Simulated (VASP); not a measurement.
# AlSi8NO16 in VASP: a series of runs

The runs below take AlSi8NO16 through single point, with PBE.

Everything below comes from runs of VASP 6.6.1. Logs are shortened: lines on timing, memory, paths and dates and some standing lists are left out, and cuts for length are marked.

## (1) The cell of the first run

The cell holds an amorphous packing of atoms, 26 atoms: a = 7.638 Å, b = 7.315 Å, c = 6.863 Å, α = 90.60°, β = 91.32°, γ = 92.31°.

## (2) Single point, PBE

INCAR

```
PREC = Accurate ; ENCUT = 520
EDIFF = 1E-7 ; ISMEAR = -1
SIGMA = 0.05 ; LREAL = Auto
LASPH = T ; NELM = 60
ALGO = Normal ; ISIF = 2
LWAVE = F ; LCHARG = F
GGA = PE ; ISYM = 0
NBANDS = 87
```

KPOINTS

```
Automatic mesh
0
Gamma
  1 1 1
  0.25 0.25 0.25
```

POSCAR

```
AlSi8NO16
1.0
    7.6361610000     -0.1511100000     -0.0835260000
   -0.1511100000      7.3133010000     -0.0381800000
   -0.0835260000     -0.0381800000      6.8622450000
Al N Si O
1 1 8 16
Direct
    0.4369322375      0.6878254800      0.6788617105
    0.5304713634      0.4492264009      0.6860754192
    0.6418177290      0.6336691963      0.3189756352
    0.7584977619      0.3900593599      0.6094528468
    0.0326771561      0.6777340824      0.6780119741
    0.2548882019      0.6467749776      0.2171800425
    0.4148404302      0.9801202106      0.0632419786
    0.0718035754      1.0299031532      0.8764935044
    0.8858975547      0.0163911658      0.5049384413
    0.7823908734      0.9965908467      0.1813187694
    0.4545326915      0.5536746790      0.2095638668
    0.3121870464      0.8726440028      0.2365289032
    0.2202404672      0.6281519785      0.5903864767
    0.5947287504      0.0857604151      0.1237367139
    0.0509626470      0.0931147257      0.6534062579
    0.4538994996      0.8178299101      0.8962164941
    0.7681186113      0.4629586030      0.3790521374
    0.7391764015      0.7724613297      0.1604575502
    0.9257310668      0.4876521058      0.7271192111
    0.4222192423      0.3186164068      0.7155614611
    0.9220742407      0.0854001426      1.0241306964
    0.0705651583      0.8013102961      0.8747325478
    0.2569703646      0.1094105402     -0.0168564368
    0.5816863527      0.7539091207      0.5032137711
    0.7374830804      0.1636640825      0.6041024047
    0.9144989389      0.7914203761      0.5286928503
```

Potentials or basis: VASP PAW PBE potentials, release 64 (Al, N, Si, O).

Started as:

```bash
cat potpaw_PBE.64/Al/POTCAR potpaw_PBE.64/N/POTCAR potpaw_PBE.64/Si/POTCAR potpaw_PBE.64/O/POTCAR > POTCAR
mpirun -np 1 vasp_std > vasp.out
```

OUTCAR:

```text
PREC = Accurate
   ENCUT = 520
   EDIFF = 1E-7
   ISMEAR = -1
   LREAL = Auto
   LASPH = T
   NELM = 60
   ISIF = 2
   GGA = PE
   ISYM = 0

 ion  position               nearest neighbor table
   1  0.437  0.688  0.679-  24 1.71  16 1.76  13 1.79   2 1.91   3 2.99   5 3.09
   2  0.530  0.449  0.686-  20 1.26   4 1.90   1 1.91
   3  0.642  0.634  0.319-  24 1.62  17 1.66  18 1.66  11 1.68   4 2.84   1 2.99  10 2.99   6 3.03

   4  0.758  0.390  0.609-  19 1.63  25 1.66  17 1.68   2 1.90   3 2.84   5 2.93   9 3.02
   5  0.033  0.678  0.678-  26 1.61  13 1.62  19 1.63  22 1.63   8 2.90   4 2.93   9 3.00   1 3.09

   6  0.255  0.647  0.217-  12 1.70  11 1.70   7 2.90   3 3.03
   7  0.415  0.980  0.063-  14 1.59  12 1.63  23 1.65  16 1.68  10 2.90   6 2.90   8 2.93
   8  0.072  0.030  0.876-  21 1.61  15 1.61  23 1.66  22 1.67   9 2.89   5 2.90   7 2.93  10 3.08

   9  0.886  0.016  0.505-  15 1.68  26 1.68  25 1.74  10 2.34   8 2.89   5 3.00   4 3.02
  10  0.782  0.997  0.181-  14 1.64  21 1.65  18 1.66   9 2.34   7 2.90   3 2.99   8 3.08
  11  0.455  0.554  0.210-   3 1.68   6 1.70
  12  0.312  0.873  0.237-   7 1.63   6 1.70
  13  0.220  0.628  0.590-   5 1.62   1 1.79
  14  0.595  0.086  0.124-   7 1.59  10 1.64
  15  0.051  0.093  0.653-   8 1.61   9 1.68
  16  0.454  0.818  0.896-   7 1.68   1 1.76
  17  0.768  0.463  0.379-   3 1.66   4 1.68
  18  0.739  0.772  0.160-  10 1.66   3 1.66
  19  0.926  0.488  0.727-   5 1.63   4 1.63
  20  0.422  0.319  0.716-   2 1.26
  21  0.922  0.085  0.024-   8 1.61  10 1.65
  22  0.071  0.801  0.875-   5 1.63   8 1.67
  23  0.257  0.109  0.983-   7 1.65   8 1.66
  24  0.582  0.754  0.503-   3 1.62   1 1.71
  25  0.737  0.164  0.604-   4 1.66   9 1.74
  26  0.914  0.791  0.529-   5 1.61   9 1.68

IMPORTANT INFORMATION: All symmetrisations will be switched off!
NOSYMM: (Re-)initialisation of all symmetry stuff for point group C_1.

----------------------------------------------------------------------------------------

                                     Primitive cell

  volume of cell :     383.0060

  direct lattice vectors                    reciprocal lattice vectors
     7.636161000 -0.151110000 -0.083526000     0.131027207  0.002715735  0.001609949
    -0.151110000  7.313301000 -0.038180000     0.002715735  0.136797418  0.000794166
    -0.083526000 -0.038180000  6.862245000     0.001609949  0.000794166  0.145748919

  length of vectors
     7.638112702  7.314961617  6.862859517     0.131065236  0.136826677  0.145759974

  position of ions in fractional coordinates (direct lattice)
     0.436932238  0.687825480  0.678861711
     0.530471363  0.449226401  0.686075419
     0.641817729  0.633669196  0.318975635
     0.758497762  0.390059360  0.609452847
     0.032677156  0.677734082  0.678011974
     0.254888202  0.646774978  0.217180042
[... 18 lines left out ...]
     0.737483080  0.163664082  0.604102405
     0.914498939  0.791420376  0.528692850

  ion indices of the primitive-cell ions
   primitive index   ion index
                 1           1
                 2           2
                 3           3
                 4           4
                 5           5
                 6           6
[... 18 lines left out ...]
                25          25
                26          26

----------------------------------------------------------------------------------------

 KPOINTS: Automatic mesh

Automatic generation of k-mesh.
 Grid dimensions read from file:
 generate k-points for:    1    1    1

 Generating k-lattice:

  Cartesian coordinates                     Fractional coordinates (reciprocal lattice)
     0.131027207  0.002715735  0.001609949     1.000000000 -0.000000000 -0.000000000
     0.002715735  0.136797418  0.000794166    -0.000000000  1.000000000 -0.000000000
     0.001609949  0.000794166  0.145748919     0.000000000 -0.000000000  1.000000000

  Length of vectors
     0.131065236  0.136826677  0.145759974

  Shift w.r.t. Gamma in fractional coordinates (k-lattice)
     0.250000000  0.250000000  0.250000000

 Subroutine IBZKPT returns following result:
 ===========================================

 Found      1 irreducible k-points:

 Following reciprocal coordinates:
            Coordinates               Weight
  0.250000  0.250000  0.250000      2.000000
   k-points           NKPTS =      1   k-points in BZ     NKDIM =      1   number of bands    NBANDS=     87
   number of dos      NEDOS =    301   number of ions     NIONS =     26
   total plane-waves  NPLWV = 174960
   dimension x,y,z NGX =    60 NGY =   54 NGZ =   54
   dimension x,y,z NGXF=   120 NGYF=  108 NGZF=  108
   ions per type =               1   1   8  16
   NGX,Y,Z   is equivalent  to a cutoff of  13.06, 12.27, 13.08 a.u.
   NGXF,Y,Z  is equivalent  to a cutoff of  26.12, 24.54, 26.16 a.u.
 SYSTEM =  unknown system
   PREC   = accura    normal or accurate (medium, high low for compatibility)
   ISTART =      0    job   : 0-new  1-cont  2-samecut
   ICHARG =      2    charge: 1-file 2-atom 10-const
   ISPIN  =      1    spin polarized calculation?
   LNONCOLLINEAR =      F non collinear calculations
   LSORBIT =      F    spin-orbit coupling
   LASPH  =      T    aspherical Exc in radial PAW
   ENCUT  =  520.0 eV  38.22 Ry    6.18 a.u.  14.20 13.60 12.76*2*pi/ulx,y,z
   NELM   =     60;   NELMIN=  2; NELMDL= -5     # of ELM steps
   EDIFF  = 0.1E-06   stopping-criterion for ELM
   LREAL  =      T    real-space projection
   EDIFFG = 0.1E-05   stopping-criterion for IOM
   NSW    =      0    number of steps for IOM
   IBRION =     -1    ionic relax: 0-MD 1-quasi-New 2-CG
   NFREE  =      0    steps in history (QN), initial steepest desc. (CG)
   ISIF   =      2    stress and relaxation
   ISYM   =      0    0-nonsym 1-usesym 2-fastsym
   POTIM  = 0.5000    time-step for ionic-motion
   TEBEG  =    0.0;   TEEND  =   0.0 temperature during run
   PSTRESS=    0.0 pullay stress
   NELECT =     136.0000    total number of electrons
   NUPDOWN=      -1.0000    fix difference up-down
   EMIN   =  10.00;   EMAX   =-10.00  energy-range for DOS
   EFERMI =   0.00;   METHOD = LEGACY
   ISMEAR =    -1;   SIGMA  =   0.05  broadening in eV -4-tet -1-fermi 0-gaus
   EFERMI_NEDOS =   21; number of points for ismear=-14 and -15
   IALGO  =     38    algorithm
   IMIX   =      4    mixing-type and parameters
     AMIX     =   0.40;   BMIX     =  1.00
     AMIX_MAG =   1.60;   BMIX_MAG =  1.00
  volume/ion in A,a.u.               =      14.73        99.41
  Fermi-wavevector in a.u.,A,eV,Ry     =   1.159274  2.190709 18.285077  1.343915
  Thomas-Fermi vector in A             =   2.295868
   LORBIT       =      0    0 simple, 1 ext, 2 COOP (PROOUT), +10 PAW based schemes
   GGA     = PE    functional components
   LHFCALC =     F    Hartree Fock is set to
   AEXX    =    0.0000 exact exchange contribution
   IVDW    =     0    specifies the selected vdW correction
   LEPSILON=     F    determine dielectric tensor
   LRPA    =     F    only Hartree local field effects (RPA)
 non-spin polarized calculation
  energy-cutoff  :      520.00
  volume of cell :      383.01
 maximum number of plane-waves:     10316
 NGX is ok and might be reduce to    56
   NGX = 29   NGY = 27   NGZ = 25

 number of electron     135.9999987 magnetization

 Free energy of the ion-electron system (eV)
  ---------------------------------------------------
  ext. energy  EPLUGINS =         0.00000000
  ---------------------------------------------------
  free energy    TOTEN  =      -191.29513953 eV

  energy without entropy =     -191.23075721  energy(sigma->0) =     -191.26294837

 E-fermi :   1.9757     XC(G=0):  -8.4701

 val. band max:        1.8650754025   @ k =   0.2500   0.2500   0.2500
 cond. band min:       2.0864089014   @ k =   0.2500   0.2500   0.2500
 fundamental gap:      0.2213334989
 Fermi energy:         1.9757423585

 k-point     1 :       0.2500    0.2500    0.2500
  band No.  band energies     occupation
      1     -21.6243      2.00000
      2     -19.2084      2.00000
      3     -18.7318      2.00000
      4     -18.4923      2.00000
      5     -18.1290      2.00000
      6     -17.9849      2.00000
[... 72 lines left out ...]
     79       8.6176      0.00000
     80       8.9835      0.00000
 [bands above 80 left out]

------------------------ aborting loop because EDIFF is reached ----------------------------------------

  FORCE on cell =-STRESS in cart. coord.  units (eV):
  Direction    XX          YY          ZZ          XY          YZ          ZX
  --------------------------------------------------------------------------------------
  -------------------------------------------------------------------------------------
  Total        2.4471311     -0.2857386      4.0777606     -2.1748024     -5.2488582      1.3678118
  in kB       10.2367535     -1.1952917     17.0579460     -9.0975574    -21.9568407      5.7217825
  external PRESSURE =       8.6998026 kB  Pullay stress =       0.0000000 kB

 VOLUME and BASIS-vectors are now :
 -----------------------------------------------------------------------------
  energy-cutoff  :      520.00
  volume of cell :      383.01
      direct lattice vectors                 reciprocal lattice vectors
     7.636161000 -0.151110000 -0.083526000     0.131027207  0.002715735  0.001609949
    -0.151110000  7.313301000 -0.038180000     0.002715735  0.136797418  0.000794166
    -0.083526000 -0.038180000  6.862245000     0.001609949  0.000794166  0.145748919

 POSITION                                       TOTAL-FORCE (eV/Angst)
 -----------------------------------------------------------------------------------
      3.17585      4.93833      4.59576        -0.842400      1.213766      1.327295
      3.92558      3.17897      4.64656        -0.108528     -1.312524      0.955546
      4.77863      4.52505      2.11109        -0.580166      0.473953     -1.665154
      5.68216      2.71474      4.10397        -0.336962     -1.484108     -1.104382
      0.09048      4.92565      4.62408         1.327529     -0.269790      0.488471
      1.83049      4.68325      1.44436         0.639611     -0.113732      0.068292
[... 18 lines left out ...]
      5.55635      1.06242      4.07765         0.745805      0.100740     -0.268561
      6.81951      5.62952      3.52142        -0.489677      1.197638     -0.431214
 -----------------------------------------------------------------------------------
    total drift:                               -0.016632      0.009284     -0.000248

  FREE ENERGIE OF THE ION-ELECTRON SYSTEM (eV)
  ---------------------------------------------------
  free  energy   TOTEN  =      -191.2951395281 eV

  energy  without entropy=     -191.2307572133  energy(sigma->0) =     -191.26294837
```

Run time: 2 min. Hardware: 1 thread of Intel Xeon 6975P-C, shared host; peak memory 0.42 GiB.

What came out:

```
Free energy            : -191.2951 eV
Pressure               : 0.9 GPa
Largest force          : 3.339 eV/Å
Band gap on the k mesh : 0.22 eV
```

Forces on the atoms (eV/Å):
```
Al  -0.842  1.214  1.327
N   -0.109 -1.313  0.956
Si  -0.580  0.474 -1.665
Si  -0.337 -1.484 -1.104
Si   1.328 -0.270  0.488
Si   0.640 -0.114  0.068
Si  -1.520 -1.849 -2.328
Si   1.909 -0.538  1.455
Si  -0.634  0.809  0.902
Si   0.474 -0.273 -0.874
O    0.345 -0.246  0.611
O   -0.238 -0.655  0.873
O    0.652  0.381 -0.263
O    0.654  1.097  0.685
O    0.175  0.381 -0.958
O   -0.303  0.567 -0.378
O   -0.717  0.000  0.679
O    0.481 -0.091  0.428
O   -1.145 -0.731  0.317
O    0.892  0.516 -0.326
O   -1.191 -0.099  0.578
O   -0.369  0.496  0.090
O   -0.056  0.148 -0.842
O    0.234  0.283 -0.019
O    0.746  0.101 -0.269
O   -0.490  1.198 -0.431
```

Levels at points of the mesh, in eV from the valence-band top:
```tsv
k point	band 66	band 67	band 68	band 69	band 70	band 71
(0.25, 0.25, 0.25)	-1.32	-0.60	0.00	0.22	3.58	4.05
```

Caveat: the k points lie up to 0.92 Å⁻¹ apart; the standard files for N, O and F lose accuracy on very short bonds.

## (3) Single point, PBE

INCAR

```
SYSTEM = AlSi8NO16
PREC = Accurate ; ENCUT = 520
EDIFF = 1E-6 ; ISMEAR = -1
SIGMA = 0.05 ; LREAL = Auto
LASPH = .True. ; NELM = 60
ALGO = Normal ; ISIF = 2
LWAVE = .False. ; LCHARG = .True.
GGA = PE ; LELF = .True.
LVHAR = .True. ; NBANDS = 87
ISYM = 0
```

KPOINTS is that of step 2.

POSCAR

```
AlSi8NO16
1.0
    7.6361610000     -0.1511100000     -0.0835260000
   -0.1511100000      7.3133010000     -0.0381800000
   -0.0835260000     -0.0381800000      6.8622450000
Al N Si O
1 1 8 16
Direct
    0.4280774840      0.6799790093      0.6988837033
    0.5473270455      0.4333884137      0.7183166454
    0.6251358075      0.6402560273      0.3215236513
    0.7663214781      0.3918989119      0.5960939122
    0.0353965991      0.6843576278      0.6684008383
    0.2443245748      0.6271350032      0.2338962641
    0.4036527825      0.9740322365      0.0644305257
    0.0821298951      1.0267298278      0.8821798881
    0.9048939590      0.0382671025      0.4975985571
    0.7798466496      0.9882545197      0.1810146721
    0.4417184261      0.5507187406      0.2326570116
    0.2891720888      0.8586888138      0.2390771718
    0.2279314324      0.6395067133      0.5794753127
    0.5849221860      0.0847358953      0.1518993313
    0.0758288783      0.1038446526      0.6501754851
    0.4474298477      0.8435459507      0.8774049323
    0.7485602493      0.4617902806      0.3782708715
    0.7388900937      0.7612372458      0.1680573299
    0.9290003167      0.4906456548      0.7168968073
    0.4532004364      0.2901204806      0.7358115048
    0.9034720094      0.0706029368      0.9919296124
    0.0713098166      0.8009841699      0.8681431222
    0.2481531841      0.1113214814      0.0040092560
    0.5632881699      0.7448262206      0.5175450123
    0.7634362492      0.1708467271      0.5975560045
    0.9129563843      0.8104810643      0.5297050400
```

Potentials or basis: VASP PAW PBE potentials, release 64 (Al, N, Si, O).

Started as:

```bash
cat potpaw_PBE.64/Al/POTCAR potpaw_PBE.64/N/POTCAR potpaw_PBE.64/Si/POTCAR potpaw_PBE.64/O/POTCAR > POTCAR
mpirun -np 1 vasp_std > vasp.out
```

It took 92 s on 1 thread of Intel Xeon 6975P-C, shared host; peak memory 0.41 GiB.

Results (log left out):

```
Free energy            : -191.3493 eV
Pressure               : 1.1 GPa
Largest force          : 2.541 eV/Å
Band gap on the k mesh : 0.24 eV
```

Forces on the atoms (eV/Å):
```
Al   0.739  0.199  0.355
N   -0.588 -0.512 -0.126
Si   0.284 -0.481  0.990
Si  -0.805 -0.854  1.353
Si   0.347 -0.142 -0.057
Si  -1.029  0.948  0.323
Si  -0.100 -1.042  0.747
Si  -0.978  0.311 -1.575
Si   0.979 -0.962  1.107
Si   0.493  1.016 -2.046
O    0.725 -1.018 -0.866
O    0.885 -0.246 -0.870
O   -1.293 -0.262 -0.089
O   -0.052 -0.817 -0.157
O    0.051 -0.431  0.187
O   -0.100  0.379  1.260
O   -0.517  0.965 -1.004
O    0.101  1.008 -0.173
O   -0.143  0.316 -0.051
O    0.603  1.011 -0.043
O   -1.625 -0.375  1.916
O    0.393 -0.055  0.421
O    0.621  0.737 -0.319
O    1.515  0.049 -1.104
O   -0.529  0.107 -0.048
O    0.023  0.150 -0.131
```

Stress tensor (GPa, compression positive):
```
 2.33 -1.41  1.82
-1.41  0.04 -0.24
 1.82 -0.24  0.89
```

Levels at points of the mesh, in eV from the valence-band top:
```tsv
k point	band 64	band 65	band 66	band 67	band 68	band 69	band 70	band 71	band 72	band 73
(0.25, 0.25, 0.25)	-1.79	-1.65	-1.55	-0.54	0.00	0.24	3.20	3.92	4.65	4.93
```

Caveat: the k points lie up to 0.92 Å⁻¹ apart; the standard files for N, O and F lose accuracy on very short bonds.
